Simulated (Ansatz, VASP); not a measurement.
# Pb: VASP beside Ansatz

INCAR

```
SYSTEM = Pb
ALGO = Normal ; EDIFF = 1E-8
ENCUT = 520 ; GGA = PS
ISIF = 2 ; ISMEAR = -1
LASPH = .TRUE. ; LCHARG = .FALSE.
LEFG = .TRUE. ; LREAL = .FALSE.
LWAVE = .FALSE. ; NBANDS = 13
NELM = 100 ; PREC = Accurate
SIGMA = 0.08
```

The input KPOINTS:

```
k-points
0
G
  13 13 13
  0 0 0
```

File POSCAR:

```
Pb
1.0
    0.0000000000      2.5023010956      2.5023010956
    2.5023010956      0.0000000000      2.5023010956
    2.5023010956      2.5023010956      0.0000000000
Pb
1
Direct
    0.0000000000      0.0000000000      0.0000000000
```

Input for Ansatz:

```yaml
crystal:
  lattice:
    - [0.0, 2.5023010956, 2.5023010956]
    - [2.5023010956, 0.0, 2.5023010956]
    - [2.5023010956, 2.5023010956, 0.0]
  atoms:
    - { symbol: Pb, position: [0.0, 0.0, 0.0] }
kpoints:
  mp_grid: { grid: [13, 13, 13] }
scf:
  occupations: { method: fermi_dirac, width: 0.08 }
hamiltonian:
  xc: pbesol
  pseudopotentials: { kind: paw }
output:
  forces: true
  stress: true
  eigenvalues: true
  efg: { contact_densities: true }
  write_density: true
  write_potential: true
  elf: true
  volumetric_format: npy
```

Change from the starting cell: functional pbesol, volume scaled by 1.04, PAW files.

Alike in both runs: task electric field gradients; functional PBEsol; k mesh 13 × 13 × 13; occupations fermi-dirac, width 0.08 eV; no spin polarisation.

```csv
,VASP,Ansatz
version,VASP 6.6.1,Ansatz 0.2.0
potentials or method,"VASP PAW PBE potentials, release 64 (Pb_d)","PAW with Ansatz's default frozen-core files, scalar-relativistic"
plane-wave cutoff (eV),520,420
valence electrons in the cell,14,14
```

```csv
,VASP,Ansatz,Ansatz less VASP
pressure (GPa),-1.9,-1.8,+0.07
```

VASP's potentials were made for PBE, not for PBEsol.

Neither program's run includes spin-orbit coupling.
